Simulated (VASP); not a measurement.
# SnAs2 (Fm-3m) in VASP: further runs

Runs on SnAs2. Level: PBE. Tasks: single point, relaxation of cell and atoms.

Program: VASP 6.6.1. These are calculated values, not measurements. Logs are shortened: lines on timing, memory, paths and dates and some standing lists are left out, and cuts for length are marked.

## 1. The cell of the first run

The structure is cubic, space group Fm-3m (No. 225). The conventional cell has a = 6.759 Å, b = 6.759 Å, c = 6.759 Å, α = 90.00°, β = 90.00°, γ = 90.00°. Within 3.9 Å of Sn (site symmetry m-3m) lie 8 As at 2.93 Å. Within 3.9 Å of As (site symmetry -43m) lie 4 Sn at 2.93 Å and 6 As at 3.38 Å.

The cell was built from a structure type or drawn by symmetry, and may not be a known phase.

## 2. Single point, PBE

The input, INCAR:

```
PREC = Accurate
ENCUT = 520
EDIFF = 1E-6
ISMEAR = 0
SIGMA = 0.1
LREAL = False
LASPH = True
NELM = 60
ALGO = Normal
ISIF = 2
LWAVE = False
LCHARG = False
GGA = PE
NBANDS = 19
```

The input, KPOINTS:

```
regular mesh
0
Gamma
  4 4 4
```

The input, POSCAR:

```
SnAs2
1.0
    0.0000000000      3.3792645243      3.3792645243
    3.3792645243      0.0000000000      3.3792645243
    3.3792645243      3.3792645243      0.0000000000
Sn As
1 2
Direct
    0.0000000000      0.0000000000      0.0000000000
    0.2500000000      0.2500000000      0.2500000000
    0.7500000000      0.7500000000      0.7500000000
```

Potentials or basis: VASP PAW PBE potentials, release 64 (Sn_d, As).

Run with:

```bash
$ cat potpaw_PBE.64/Sn_d/POTCAR potpaw_PBE.64/As/POTCAR > POTCAR
$ mpirun -np 1 vasp_std > vasp.out
```

OUTCAR:

```text
PREC = Accurate
   ENCUT = 520
   EDIFF = 1E-6
   ISMEAR = 0
   LREAL = False
   LASPH = True
   NELM = 60
   ISIF = 2
   GGA = PE

 ion  position               nearest neighbor table
   1  0.000  0.000  0.000-   3 2.93   3 2.93   3 2.93   2 2.93   3 2.93   2 2.93   2 2.93   2 2.93

   2  0.250  0.250  0.250-   1 2.93   1 2.93   1 2.93   1 2.93
   3  0.750  0.750  0.750-   1 2.93   1 2.93   1 2.93   1 2.93

  LATTYP: Found a face centered cubic cell.
 ALAT       =     6.7585290486

  Lattice vectors:

 A1 = (   0.0000000000,   3.3792645243,   3.3792645243)
 A2 = (   3.3792645243,   0.0000000000,   3.3792645243)
 A3 = (   3.3792645243,   3.3792645243,   0.0000000000)

Analysis of symmetry for initial positions (statically):
=====================================================================
 Subroutine PRICEL returns:
 Original cell was already a primitive cell.

 Routine SETGRP: Setting up the symmetry group for a
 face centered cubic supercell.

 Subroutine GETGRP returns: Found 48 space group operations
 (whereof 48 operations were pure point group operations)
 out of a pool of 48 trial point group operations.

The static configuration has the point symmetry O_h .

Analysis of symmetry for dynamics (positions and initial velocities):
=====================================================================
 Subroutine PRICEL returns:
 Original cell was already a primitive cell.

 Routine SETGRP: Setting up the symmetry group for a
 face centered cubic supercell.

 Subroutine GETGRP returns: Found 48 space group operations
 (whereof 48 operations were pure point group operations)
 out of a pool of 48 trial point group operations.

The dynamic configuration has the point symmetry O_h .

 Subroutine INISYM returns: Found 48 space group operations
 (whereof 48 operations are pure point group operations),
 and found     1 'primitive' translations

----------------------------------------------------------------------------------------

                                     Primitive cell

  volume of cell :      77.1785

  direct lattice vectors                    reciprocal lattice vectors
     0.000000000  3.379264524  3.379264524    -0.147961190  0.147961190  0.147961190
     3.379264524  0.000000000  3.379264524     0.147961190 -0.147961190  0.147961190
     3.379264524  3.379264524  0.000000000     0.147961190  0.147961190 -0.147961190

  length of vectors
     4.779001721  4.779001721  4.779001721     0.256276298  0.256276298  0.256276298

  position of ions in fractional coordinates (direct lattice)
     0.000000000  0.000000000  0.000000000
     0.250000000  0.250000000  0.250000000
     0.750000000  0.750000000  0.750000000

  ion indices of the primitive-cell ions
   primitive index   ion index
                 1           1
                 2           2
                 3           3

----------------------------------------------------------------------------------------

 KPOINTS: regular mesh

Automatic generation of k-mesh.
 Grid dimensions read from file:
 generate k-points for:    4    4    4

 Generating k-lattice:

  Cartesian coordinates                     Fractional coordinates (reciprocal lattice)
    -0.036990297  0.036990297  0.036990297     0.250000000  0.000000000  0.000000000
     0.036990297 -0.036990297  0.036990297     0.000000000  0.250000000  0.000000000
     0.036990297  0.036990297 -0.036990297     0.000000000  0.000000000  0.250000000

  Length of vectors
     0.064069075  0.064069075  0.064069075

  Shift w.r.t. Gamma in fractional coordinates (k-lattice)
     0.000000000  0.000000000  0.000000000

 Subroutine IBZKPT returns following result:
 ===========================================

 Found      8 irreducible k-points:

 Following reciprocal coordinates:
            Coordinates               Weight
  0.000000  0.000000  0.000000      1.000000
  0.250000  0.000000  0.000000      8.000000
  0.500000  0.000000  0.000000      4.000000
  0.250000  0.250000  0.000000      6.000000
  0.500000  0.250000  0.000000     24.000000
 -0.250000  0.250000  0.000000     12.000000
  0.500000  0.500000  0.000000      3.000000
 -0.250000  0.500000  0.250000      6.000000
   k-points           NKPTS =      8   k-points in BZ     NKDIM =      8   number of bands    NBANDS=     19
   number of dos      NEDOS =    301   number of ions     NIONS =      3
   total plane-waves  NPLWV =  46656
   dimension x,y,z NGX =    36 NGY =   36 NGZ =   36
   dimension x,y,z NGXF=    72 NGYF=   72 NGZF=   72
   ions per type =               1   2
   NGX,Y,Z   is equivalent  to a cutoff of  12.52, 12.52, 12.52 a.u.
   NGXF,Y,Z  is equivalent  to a cutoff of  25.05, 25.05, 25.05 a.u.
 SYSTEM =  unknown system
   PREC   = accura    normal or accurate (medium, high low for compatibility)
   ISTART =      0    job   : 0-new  1-cont  2-samecut
   ICHARG =      2    charge: 1-file 2-atom 10-const
   ISPIN  =      1    spin polarized calculation?
   LNONCOLLINEAR =      F non collinear calculations
   LSORBIT =      F    spin-orbit coupling
   LASPH  =      T    aspherical Exc in radial PAW
   ENCUT  =  520.0 eV  38.22 Ry    6.18 a.u.   8.89  8.89  8.89*2*pi/ulx,y,z
   NELM   =     60;   NELMIN=  2; NELMDL= -5     # of ELM steps
   EDIFF  = 0.1E-05   stopping-criterion for ELM
   LREAL  =      F    real-space projection
   EDIFFG = 0.1E-04   stopping-criterion for IOM
   NSW    =      0    number of steps for IOM
   IBRION =     -1    ionic relax: 0-MD 1-quasi-New 2-CG
   NFREE  =      0    steps in history (QN), initial steepest desc. (CG)
   ISIF   =      2    stress and relaxation
   ISYM   =      2    0-nonsym 1-usesym 2-fastsym
   POTIM  = 0.5000    time-step for ionic-motion
   TEBEG  =    0.0;   TEEND  =   0.0 temperature during run
   PSTRESS=    0.0 pullay stress
   NELECT =      24.0000    total number of electrons
   NUPDOWN=      -1.0000    fix difference up-down
   EMIN   =  10.00;   EMAX   =-10.00  energy-range for DOS
   EFERMI =   0.00;   METHOD = LEGACY
   ISMEAR =     0;   SIGMA  =   0.10  broadening in eV -4-tet -1-fermi 0-gaus
   EFERMI_NEDOS =   21; number of points for ismear=-14 and -15
   IALGO  =     38    algorithm
   IMIX   =      4    mixing-type and parameters
     AMIX     =   0.40;   BMIX     =  1.00
     AMIX_MAG =   1.60;   BMIX_MAG =  1.00
  volume/ion in A,a.u.               =      25.73       173.61
  Fermi-wavevector in a.u.,A,eV,Ry     =   1.109123  2.095939 16.737260  1.230154
  Thomas-Fermi vector in A             =   2.245659
   LORBIT       =      0    0 simple, 1 ext, 2 COOP (PROOUT), +10 PAW based schemes
   GGA     = PE    functional components
   LHFCALC =     F    Hartree Fock is set to
   AEXX    =    0.0000 exact exchange contribution
   IVDW    =     0    specifies the selected vdW correction
   LEPSILON=     F    determine dielectric tensor
   LRPA    =     F    only Hartree local field effects (RPA)
 non-spin polarized calculation
 Gauss-broadening in eV      SIGMA  =   0.10
  energy-cutoff  :      520.00
  volume of cell :       77.18
 maximum number of plane-waves:      2120
   NGX = 17   NGY = 17   NGZ = 17

 number of electron      24.0000008 magnetization

 Free energy of the ion-electron system (eV)
  ---------------------------------------------------
  ext. energy  EPLUGINS =         0.00000000
  ---------------------------------------------------
  free energy    TOTEN  =       -11.95770673 eV

  energy without entropy =      -11.93355262  energy(sigma->0) =      -11.94562967

 E-fermi :   5.4798     XC(G=0):  -9.5815

 val. band max:        5.4447108625   @ k =   0.5000   0.2500   0.0000
 cond. band min:       5.4980014484   @ k =  -0.2500   0.5000   0.2500
 fundamental gap:      0.0532905858
 Fermi energy:         5.4798010288

 k-point     1 :       0.0000    0.0000    0.0000
  band No.  band energies     occupation
      1     -16.3502      2.00000
      2     -16.3502      2.00000
      3     -16.3502      2.00000
      4     -16.3243      2.00000
      5     -16.3243      2.00000
      6      -7.7640      2.00000
      7      -3.5628      2.00000
      8       2.0139      2.00000
      9       2.9535      2.00000
     10       2.9535      2.00000
     11       2.9535      2.00000
     12       4.1328      2.00000
     13       4.1328      2.00000
     14       4.1328      2.00000
     15       7.4623      0.00000
     16       7.4623      0.00000
     17       7.4623      0.00000
     18      10.7654      0.00000
     19      10.7654      0.00000

 k-point     2 :       0.2500    0.0000    0.0000
  band No.  band energies     occupation
      1     -16.3524      2.00000
      2     -16.3479      2.00000
      3     -16.3479      2.00000
      4     -16.3242      2.00000
      5     -16.3242      2.00000
      6      -7.2576      2.00000
      7      -4.1852      2.00000
      8       0.0121      2.00000
      9       2.5283      2.00000
     10       2.5283      2.00000
     11       2.9326      2.00000
     12       4.0952      2.00000
     13       4.0952      2.00000
     14       6.5810      0.00000
     15       8.0347      0.00000
     16       8.0347      0.00000
     17       8.5338      0.00000
     18      12.5518      0.00000
     19      12.5518      0.00000

 k-point     3 :       0.5000    0.0000    0.0000
  band No.  band energies     occupation
      1     -16.3547      2.00000
      2     -16.3459      2.00000
      3     -16.3459      2.00000
      4     -16.3237      2.00000
      5     -16.3237      2.00000
      6      -6.0101      2.00000
      7      -5.6538      2.00000
      8      -0.8846      2.00000
      9       2.2892      2.00000
     10       2.2892      2.00000
     11       3.0433      2.00000
     12       3.7828      2.00000
     13       3.7828      2.00000
     14       7.4655      0.00000
     15       9.6097      0.00000
     16       9.6097      0.00000
     17      11.3483      0.00000
     18      12.0096      0.00000
     19      12.7083      0.00000

 k-point     4 :       0.2500    0.2500    0.0000
  band No.  band energies     occupation
      1     -16.3557      2.00000
      2     -16.3456      2.00000
      3     -16.3456      2.00000
      4     -16.3255      2.00000
      5     -16.3230      2.00000
      6      -7.1071      2.00000
      7      -4.1116      2.00000
      8      -0.7123      2.00000
      9       1.4426      2.00000
     10       1.4426      2.00000
     11       4.7846      2.00000
     12       4.8335      2.00000
     13       5.6808      0.00448
     14       5.6808      0.00448
     15       6.9761      0.00000
     16       9.2382      0.00000
     17       9.2382      0.00000
     18      11.3963      0.00000
     19      13.1927      0.00000

 k-point     5 :       0.5000    0.2500    0.0000
  band No.  band energies     occupation
      1     -16.3555      2.00000
      2     -16.3459      2.00000
      3     -16.3434      2.00000
      4     -16.3254      2.00000
      5     -16.3228      2.00000
      6      -6.0945      2.00000
      7      -5.0320      2.00000
      8      -2.1304      2.00000
      9       1.2433      2.00000
     10       1.3329      2.00000
     11       4.2860      2.00000
     12       5.4447      1.38028
     13       5.7030      0.00159
     14       6.1029      0.00000
     15       9.5599      0.00000
     16      10.0722      0.00000
     17      10.3101      0.00000
     18      12.1231      0.00000
     19      13.2479      0.00000

 k-point     6 :      -0.2500    0.2500    0.0000
  band No.  band energies     occupation
      1     -16.3515      2.00000
      2     -16.3488      2.00000
      3     -16.3454      2.00000
      4     -16.3242      2.00000
      5     -16.3240      2.00000
      6      -6.4653      2.00000
      7      -4.8489      2.00000
      8      -1.6475      2.00000
      9       1.8448      2.00000
     10       2.0900      2.00000
     11       3.0965      2.00000
     12       4.3179      2.00000
     13       6.2593      0.00000
     14       6.4196      0.00000
     15       8.3155      0.00000
     16       9.4450      0.00000
     17      10.7334      0.00000
     18      11.0264      0.00000
     19      13.7906      0.00000

 k-point     7 :       0.5000    0.5000    0.0000
  band No.  band energies     occupation
      1     -16.3613      2.00000
      2     -16.3410      2.00000
      3     -16.3410      2.00000
      4     -16.3269      2.00000
      5     -16.3217      2.00000
      6      -5.9687      2.00000
      7      -4.5337      2.00000
      8      -2.9993      2.00000
      9       0.6984      2.00000
     10       0.6984      2.00000
     11       4.1018      2.00000
     12       6.7614      0.00000
     13       6.7614      0.00000
     14       7.4893      0.00000
     15       8.4351      0.00000
     16      10.8780      0.00000
     17      10.8780      0.00000
     18      12.0422      0.00000
     19      12.5364      0.00000

 k-point     8 :      -0.2500    0.5000    0.2500
  band No.  band energies     occupation
      1     -16.3513      2.00000
      2     -16.3513      2.00000
      3     -16.3411      2.00000
      4     -16.3256      2.00000
      5     -16.3230      2.00000
      6      -5.3803      2.00000
      7      -5.3803      2.00000
      8      -2.9386      2.00000
      9       0.2859      2.00000
     10       2.9935      2.00000
     11       2.9935      2.00000
     12       5.4980      0.79688
     13       7.0466      0.00000
     14       7.1434      0.00000
     15       8.1838      0.00000
     16      10.3079      0.00000
     17      10.3079      0.00000
     18      13.3334      0.00000
     19      14.1669      0.00000

------------------------ aborting loop because EDIFF is reached ----------------------------------------

  FORCE on cell =-STRESS in cart. coord.  units (eV):
  Direction    XX          YY          ZZ          XY          YZ          ZX
  --------------------------------------------------------------------------------------
  -------------------------------------------------------------------------------------
  Total        0.0002327      0.0002327      0.0002327      0.0000000      0.0000000      0.0000000
  in kB        0.0048312      0.0048312      0.0048312      0.0000000      0.0000000      0.0000000
  external PRESSURE =       0.0048312 kB  Pullay stress =       0.0000000 kB

 VOLUME and BASIS-vectors are now :
 -----------------------------------------------------------------------------
  energy-cutoff  :      520.00
  volume of cell :       77.18
      direct lattice vectors                 reciprocal lattice vectors
     0.000000000  3.379264524  3.379264524    -0.147961190  0.147961190  0.147961190
     3.379264524  0.000000000  3.379264524     0.147961190 -0.147961190  0.147961190
     3.379264524  3.379264524  0.000000000     0.147961190  0.147961190 -0.147961190

 POSITION                                       TOTAL-FORCE (eV/Angst)
 -----------------------------------------------------------------------------------
      0.00000      0.00000      0.00000        -0.000000      0.000000     -0.000000
      1.68963      1.68963      1.68963        -0.000000     -0.000000      0.000000
      5.06890      5.06890      5.06890         0.000000     -0.000000     -0.000000
 -----------------------------------------------------------------------------------
    total drift:                               -0.000000      0.000000      0.000000

  FREE ENERGIE OF THE ION-ELECTRON SYSTEM (eV)
  ---------------------------------------------------
  free  energy   TOTEN  =       -11.9577067261 eV

  energy  without entropy=      -11.9335526236  energy(sigma->0) =      -11.94562967
```

It took 11 s on 1 thread of Intel Xeon Platinum 8559C (Emerald Rapids), shared host; peak memory 0.2 GiB.

Results:

| Quantity | Value |
| --- | --- |
| Free energy | -11.9577 eV |
| Pressure | 0.0 GPa |
| Band gap on the k mesh | zero (bands 12 and 13 overlap by 2.98 eV) |

Caveat: the k points lie up to 0.40 Å⁻¹ apart, too coarse for converged energies and pressures of a metal; spin-orbit coupling is left out, which moves the levels of the heavy elements.

## 3. Single point, PBE

This run uses another cell than the first one, of 30.76 Å³/atom.

The input, INCAR:

```
SYSTEM = SnAs2
PREC = Accurate
ENCUT = 520
EDIFF = 1E-6
ISMEAR = 0
SIGMA = 0.1
LREAL = .False.
LASPH = .True.
NELM = 100
ALGO = Normal
ISIF = 2
LWAVE = .False.
LCHARG = .False.
GGA = PE
NBANDS = 19
```

The input, KPOINTS:

```
Automatic mesh
0
Gamma
  4 4 4
  0 0 0
```

The input, POSCAR:

```
SnAs2
1.0
    0.0000000000      3.5868112600      3.5868112600
    3.5868112600      0.0000000000      3.5868112600
    3.5868112600      3.5868112600      0.0000000000
Sn As
1 2
Direct
    0.0000000000      0.0000000000      0.0000000000
    0.2500000000      0.2500000000      0.2500000000
    0.7500000000      0.7500000000      0.7500000000
```

Potentials or basis: VASP PAW PBE potentials, release 64 (Sn_d, As).

Run with:

```bash
$ cat potpaw_PBE.64/Sn_d/POTCAR potpaw_PBE.64/As/POTCAR > POTCAR
$ mpirun -np 1 vasp_std > vasp.out
```

It took 14 s on 1 thread of Intel Xeon Platinum 8559C (Emerald Rapids), shared host; peak memory 0.23 GiB.

Results (log left out):

```yaml
Free_energy: -11.5946 eV
Pressure: -6.6 GPa
Band_gap_on_the_k_mesh: zero (bands 12 and 13 overlap by 2.28 eV)
```

Levels at points of the mesh, in eV from the Fermi level:
```
           k point  band 8  band 9  band 10  band 11  band 12  band 13  band 14  band 15  band 16  band 17
(0.00, 0.00, 0.00)   -4.31   -2.04    -2.04    -2.04    -1.04    -1.04    -1.04     2.00     2.00     2.00
(0.50, 0.00, 0.00)   -6.32   -2.56    -2.56    -2.17    -1.31    -1.31     1.27     3.69     3.69     4.93
(0.50, 0.50, 0.00)   -7.61   -3.88    -3.88    -1.16     0.97     0.97     1.53     2.20     4.69     4.69
```

Caveat: the k points lie up to 0.38 Å⁻¹ apart, too coarse for converged energies and pressures of a metal; spin-orbit coupling is left out, which moves the levels of the heavy elements.

## 4. Relaxation of cell and atoms, PBE

This run uses another cell than the first one, of 30.76 Å³/atom.

The input, INCAR:

```
SYSTEM = SnAs2
PREC = Accurate ; ENCUT = 600
EDIFF = 1E-6 ; ISMEAR = 0
SIGMA = 0.1 ; LREAL = .False.
LASPH = .True. ; NELM = 100
ALGO = Normal ; ISIF = 3
LWAVE = .False. ; LCHARG = .False.
GGA = PE ; IBRION = 2
NSW = 90 ; EDIFFG = -0.04
```

KPOINTS is that of step 3.

POSCAR is that of step 3.

Run with:

```bash
$ cat potpaw_PBE.64/Sn_d/POTCAR potpaw_PBE.64/As/POTCAR > POTCAR
$ mpirun -np 1 vasp_std > vasp.out
```

Run time: 43 s. Hardware: 1 thread of Intel Xeon Platinum 8559C (Emerald Rapids), shared host; peak memory 0.26 GiB.

The run converged. Its results:

```
Free energy                           : -11.9582 eV
Relaxed volume                        : 25.73 Å³/atom
Relaxed cell                          : a = 4.779 Å, b = 4.779 Å, c = 4.779 Å, α = 60.00°, β = 60.00°, γ = 60.00°
Space group after relaxing (to 0.1 Å) : Fm-3m (No. 225)
Energy gained by relaxing             : 121.2 meV/atom
Ionic steps                           : 3
Pressure after relaxing               : 0.0 GPa
Band gap on the k mesh                : zero (bands 12 and 13 overlap by 2.98 eV)
```

Step by step:
| step | energy change (eV) | largest force (eV/Å) | pressure (GPa) | volume (Å³) |
| --- | --- | --- | --- | --- |
| 1 | 0.0000 | 0.0000 | -6.62 | 92.29 |
| 2 | -0.3619 | 0.0000 | 0.64 | 76.34 |
| 3 | -0.3636 | 0.0000 | 0.02 | 77.20 |

Final structure:
```yaml
crystal:
  lattice:
    - [0.00000, 3.37958, 3.37958]
    - [3.37958, 0.00000, 3.37958]
    - [3.37958, 3.37958, 0.00000]
  atoms:
    - { symbol: Sn, position: [0.00000, 0.00000, 0.00000] }
    - { symbol: As, position: [0.25000, 0.25000, 0.25000] }
    - { symbol: As, position: [0.75000, 0.75000, 0.75000] }
```

Levels at points of the mesh, in eV from the Fermi level:
```tsv
k point	band 9	band 10	band 11	band 12	band 13	band 14	band 15	band 16
(0.00, 0.00, 0.00)	-2.53	-2.53	-2.53	-1.35	-1.35	-1.35	1.98	1.98
(0.50, 0.00, 0.00)	-3.19	-3.19	-2.44	-1.70	-1.70	1.98	4.13	4.13
(0.50, 0.50, 0.00)	-4.78	-4.78	-1.38	1.28	1.28	2.01	2.95	5.40
```

Caveat: the k points lie up to 0.40 Å⁻¹ apart in the final cell, too coarse for converged energies and pressures of a metal; the volume moved by over 15 % at a fixed basis, so the end points are rough; spin-orbit coupling is left out, which moves the levels of the heavy elements.

[end of part 1 of 2]
